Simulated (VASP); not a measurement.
# WS2 in VASP: further runs, part 2 of 2

VASP 6.6.1.

## 4. Single point, PBEsol (volume scaled by 0.88, then relaxed in part)

File INCAR:

```
SYSTEM = WS2
  PREC = Accurate
  ENCUT = 520
  EDIFF = 1E-6
  ISMEAR = 0
  SIGMA = 0.02
  LREAL = .FALSE.
  LASPH = .TRUE.
  NELM = 80
  ALGO = Normal
  ISIF = 2
  LWAVE = .FALSE.
  LCHARG = .FALSE.
  GGA = PS
  NBANDS = 64
```

File KPOINTS:

```
regular mesh
0
G
  12 12 1
  0 0 0
```

File POSCAR:

```
WS2
1.0
    3.1461668813      0.0000000000      0.0000000000
   -1.5730834407      2.7246604438      0.0000000000
    0.0000000000      0.0000000000     30.4417959154
W S
4 8
Direct
    0.6666666667      0.3333333333      0.3958245589
    0.6666666667      0.3333333333      0.8125242657
    0.3333333333      0.6666666667      0.1874757343
    0.3333333333      0.6666666667      0.6041754411
    0.6666666667      0.3333333333      0.1360211117
    0.6666666667      0.3333333333      0.5526853346
    0.3333333333      0.6666666667      0.3443348539
    0.3333333333      0.6666666667      0.7610297175
    0.6666666667      0.3333333333      0.2389702825
    0.6666666667      0.3333333333      0.6556651461
    0.3333333333      0.6666666667      0.4473146654
    0.3333333333      0.6666666667      0.8639788883
```

Potentials or basis: VASP PAW PBE potentials, release 64 (W_sv, S).

On the command line:

```bash
> cat potpaw_PBE.64/W_sv/POTCAR potpaw_PBE.64/S/POTCAR > POTCAR
> mpirun -np 1 vasp_std > vasp.out
```

OUTCAR:

```text
SYSTEM = WS2
   PREC = Accurate
   ENCUT = 520
   EDIFF = 1E-6
   ISMEAR = 0
   LREAL = .FALSE.
   LASPH = .TRUE.
   NELM = 80
   ISIF = 2
   GGA = PS

 ion  position               nearest neighbor table
   1  0.667  0.333  0.396-   7 2.40   7 2.40   7 2.40  11 2.40  11 2.40  11 2.40
   2  0.667  0.333  0.813-  12 2.40  12 2.40  12 2.40   8 2.40   8 2.40   8 2.40
   3  0.333  0.667  0.187-   5 2.40   5 2.40   5 2.40   9 2.40   9 2.40   9 2.40
   4  0.333  0.667  0.604-  10 2.40  10 2.40  10 2.40   6 2.40   6 2.40   6 2.40
   5  0.667  0.333  0.136-   3 2.40   3 2.40   3 2.40
   6  0.667  0.333  0.553-   4 2.40   4 2.40   4 2.40
   7  0.333  0.667  0.344-   1 2.40   1 2.40   1 2.40
   8  0.333  0.667  0.761-   2 2.40   2 2.40   2 2.40
   9  0.667  0.333  0.239-   3 2.40   3 2.40   3 2.40
  10  0.667  0.333  0.656-   4 2.40   4 2.40   4 2.40
  11  0.333  0.667  0.447-   1 2.40   1 2.40   1 2.40
  12  0.333  0.667  0.864-   2 2.40   2 2.40   2 2.40

  LATTYP: Found a hexagonal cell.
 ALAT       =     3.1461668813
[... 210 lines left out ...]
      5     -33.7479      2.00000
      6     -33.7479      2.00000
[... 1262 lines left out ...]
     63       8.5684      0.00000
     64       8.5684      0.00000

------------------------ aborting loop because EDIFF is reached ----------------------------------------

  FORCE on cell =-STRESS in cart. coord.  units (eV):
  Direction    XX          YY          ZZ          XY          YZ          ZX
  --------------------------------------------------------------------------------------
  -------------------------------------------------------------------------------------
  Total        0.1453112      0.1453112      0.2220735     -0.0000000      0.0000000     -0.0000000
  in kB        0.8921650      0.8921650      1.3634613     -0.0000000      0.0000000     -0.0000000
  external PRESSURE =       1.0492638 kB  Pullay stress =       0.0000000 kB

 VOLUME and BASIS-vectors are now :
 -----------------------------------------------------------------------------
  energy-cutoff  :      520.00
  volume of cell :      260.95
      direct lattice vectors                 reciprocal lattice vectors
     3.146166881  0.000000000  0.000000000     0.317847094  0.183509105  0.000000000
    -1.573083441  2.724660444  0.000000000     0.000000000  0.367018210  0.000000000
     0.000000000  0.000000000 30.441795915     0.000000000  0.000000000  0.032849573

 POSITION                                       TOTAL-FORCE (eV/Angst)
 -----------------------------------------------------------------------------------
      1.57308      0.90822     12.04961        -0.000000     -0.000000      0.000093
      1.57308      0.90822     24.73470         0.000000     -0.000000      0.000686
     -0.00000      1.81644      5.70710         0.000000      0.000000     -0.000686
     -0.00000      1.81644     18.39219         0.000000      0.000000     -0.000093
      1.57308      0.90822      4.14073         0.000000      0.000000     -0.025073
      1.57308      0.90822     16.82473        -0.000000      0.000000     -0.022972
     -0.00000      1.81644     10.48217        -0.000000     -0.000000     -0.023408
     -0.00000      1.81644     23.16711        -0.000000     -0.000000     -0.023525
      1.57308      0.90822      7.27468        -0.000000      0.000000      0.023525
      1.57308      0.90822     19.95962        -0.000000      0.000000      0.023408
     -0.00000      1.81644     13.61706         0.000000     -0.000000      0.022972
     -0.00000      1.81644     26.30107        -0.000000     -0.000000      0.025073
 -----------------------------------------------------------------------------------
    total drift:                                0.000000     -0.000000      0.000000

  FREE ENERGIE OF THE ION-ELECTRON SYSTEM (eV)
  ---------------------------------------------------
  free  energy   TOTEN  =      -101.0804490159 eV

  energy  without entropy=     -101.0804490159  energy(sigma->0) =     -101.08044902
```

OSZICAR:

```text
N       E                     dE             d eps       ncg     rms          rms(c)
DAV:   1     0.111847969613E+04    0.11185E+04   -0.56225E+04  2688   0.157E+03
DAV:   2    -0.218911570880E+02   -0.11404E+04   -0.11069E+04  2872   0.435E+02
DAV:   3    -0.102965868895E+03   -0.81075E+02   -0.79582E+02  3000   0.111E+02
[... 11 lines left out ...]
DAV:  15    -0.101080266130E+03   -0.13787E-03   -0.58679E-05  2568   0.228E-02    0.145E-02
DAV:  16    -0.101080395543E+03   -0.12941E-03   -0.27081E-05  2352   0.195E-02    0.660E-03
DAV:  17    -0.101080445212E+03   -0.49669E-04   -0.15045E-05  2336   0.128E-02    0.674E-03
DAV:  18    -0.101080448190E+03   -0.29786E-05   -0.19400E-06  2064   0.511E-03    0.519E-03
DAV:  19    -0.101080449016E+03   -0.82544E-06   -0.21626E-07  1776   0.180E-03
   1 F= -.10108045E+03 E0= -.10108045E+03  d E =-.409860E-42
```

Wall time 3.9 min (1 thread of Intel Xeon 6975P-C (Granite Rapids), shared host); peak memory 0.49 GiB.

Results:

```yaml
Free_energy: -101.0804 eV
Largest_force: 0.025 eV/Å
Band_gap_on_the_k_mesh: 1.25 eV, indirect (least direct gap 1.88 eV)
```

Forces on the atoms (eV/Å):
```
W    0.000  0.000  0.000
W    0.000  0.000  0.001
W    0.000  0.000 -0.001
W    0.000  0.000  0.000
S    0.000  0.000 -0.025
S    0.000  0.000 -0.023
S    0.000  0.000 -0.023
S    0.000  0.000 -0.024
S    0.000  0.000  0.024
S    0.000  0.000  0.023
S    0.000  0.000  0.023
S    0.000  0.000  0.025
```

Caveat: the PAW data sets were made with another functional, which shifts forces and pressure a little; spin-orbit coupling is left out, which moves the levels of the heavy elements.

## 5. Single point, PBEsol (volume scaled by 0.91, then relaxed in part)

File INCAR:

```
PREC = Accurate ; ENCUT = 520
EDIFF = 1E-6 ; ISMEAR = 0
SIGMA = 0.02 ; LREAL = F
LASPH = T ; NELM = 80
ALGO = Normal ; ISIF = 2
LWAVE = F ; LCHARG = T
GGA = PS ; LELF = T
LVHAR = T ; NBANDS = 64
```

File KPOINTS:

```
Automatic mesh
0
Gamma
  12 12 1
```

File POSCAR:

```
WS2
1.0
    3.1461249905      0.0000000000      0.0000000000
   -1.5730624952      2.7246241652      0.0000000000
    0.0000000000      0.0000000000     31.4804227233
W S
4 8
Direct
    0.6666666667      0.3333333333      0.3992508280
    0.6666666667      0.3333333333      0.8022587534
    0.3333333333      0.6666666667      0.1977412466
    0.3333333333      0.6666666667      0.6007491720
    0.6666666667      0.3333333333      0.1479815328
    0.6666666667      0.3333333333      0.5509550937
    0.3333333333      0.6666666667      0.3494571147
    0.3333333333      0.6666666667      0.7524606399
    0.6666666667      0.3333333333      0.2475393601
    0.6666666667      0.3333333333      0.6505428853
    0.3333333333      0.6666666667      0.4490449063
    0.3333333333      0.6666666667      0.8520184672
```

On the command line:

```bash
> cat potpaw_PBE.64/W_sv/POTCAR potpaw_PBE.64/S/POTCAR > POTCAR
> mpirun -np 1 vasp_std > vasp.out
```

Run time: 4.4 min. Hardware: 1 thread of Intel Xeon 6975P-C (Granite Rapids), shared host; peak memory 0.5 GiB.

The run converged. Its results:

```
Free energy            : -101.0796 eV
Largest force          : 0.024 eV/Å
Band gap on the k mesh : 1.25 eV, indirect (least direct gap 1.88 eV)
```

Forces on the atoms (eV/Å):
```
W    0.000  0.000  0.000
W    0.000  0.000  0.001
W    0.000  0.000 -0.001
W    0.000  0.000  0.000
S    0.000  0.000 -0.024
S    0.000  0.000 -0.022
S    0.000  0.000 -0.022
S    0.000  0.000 -0.023
S    0.000  0.000  0.023
S    0.000  0.000  0.022
S    0.000  0.000  0.022
S    0.000  0.000  0.024
```

Levels at points of the mesh, in eV from the valence-band top:
| k point | band 49 | band 50 | band 51 | band 52 | band 53 | band 54 | band 55 | band 56 |
| --- | --- | --- | --- | --- | --- | --- | --- | --- |
| (0.00, 0.00, 0.00) | -0.91 | -0.54 | -0.21 | 0.00 | 2.53 | 2.53 | 2.53 | 2.53 |
| (0.50, 0.00, 0.00) | -1.49 | -1.45 | -1.41 | -1.39 | 2.54 | 2.55 | 2.56 | 2.57 |

Caveat: the PAW data sets were made with another functional, which shifts forces and pressure a little; spin-orbit coupling is left out, which moves the levels of the heavy elements.

## 6. Summary

| cell | smearing | gap on the mesh (eV) | largest force (eV/Å) |
| --- | --- | --- | --- |
| a = 3.146, b = 3.146, c = 34.596 Å, angles 90.0, 90.0, 120.0°, 12 atoms | gaussian 0.02 eV | 1.26 | 0.02 |
| a = 3.146, b = 3.146, c = 34.596 Å, angles 90.0, 90.0, 120.0°, 12 atoms | gaussian 0.05 eV | 1.26 | 0.02 |
| a = 3.146, b = 3.146, c = 30.442 Å, angles 90.0, 90.0, 120.0°, 12 atoms | gaussian 0.02 eV | 1.25 | 0.03 |
| a = 3.146, b = 3.146, c = 31.480 Å, angles 90.0, 90.0, 120.0°, 12 atoms | gaussian 0.02 eV | 1.25 | 0.02 |

Alike in all rows: task single point; level PBEsol; potentials or basis VASP PAW PBE potentials, release 64 (W_sv, S); no spin polarisation; k mesh 12 × 12 × 1; cutoff (eV) 520.

Caveats: the PAW data sets were made with another functional, which shifts forces and pressure a little; spin-orbit coupling is left out, which moves the levels of the heavy elements.

Absolute energies hang on the potentials; compare differences alone.
